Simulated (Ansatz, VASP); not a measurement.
## BaZrO3 in VASP and in Ansatz

```
Ba Zr O
1.0
     4.22726    0.00000    0.00000
     0.00000    4.22726    0.00000
     0.00000    0.00000    4.22726
Ba Zr O
1 1 3
Cartesian
  0.0000 0.0000 0.0000
  2.1136 2.1136 2.1136
  2.1136 2.1136 0.0000
  2.1136 0.0000 2.1136
  0.0000 2.1136 2.1136
```

Alike in both runs: task single point; functional PBE; k mesh 6 × 6 × 6; no spin polarisation.

|  | VASP | Ansatz |
| --- | --- | --- |
| version | VASP 6.6.1 | Ansatz 0.2.0 |
| potentials or method | VASP PAW PBE potentials, release 64 (Ba_sv, Zr_sv, O) | plane waves, PAW |
| plane-wave cutoff (eV) | 520 | 420 |
| occupations | gaussian, width 0.01 eV | fixed |
| valence electrons in the cell | 40 | 40 |

|  | VASP | Ansatz | Ansatz less VASP |
| --- | --- | --- | --- |
| gap on the k mesh at the Fermi level (eV) | 3.13 | 3.18 | +0.047 |
| pressure (GPa) | 0.9 | 0.0 | -0.94 |

Spin-orbit coupling is off throughout.
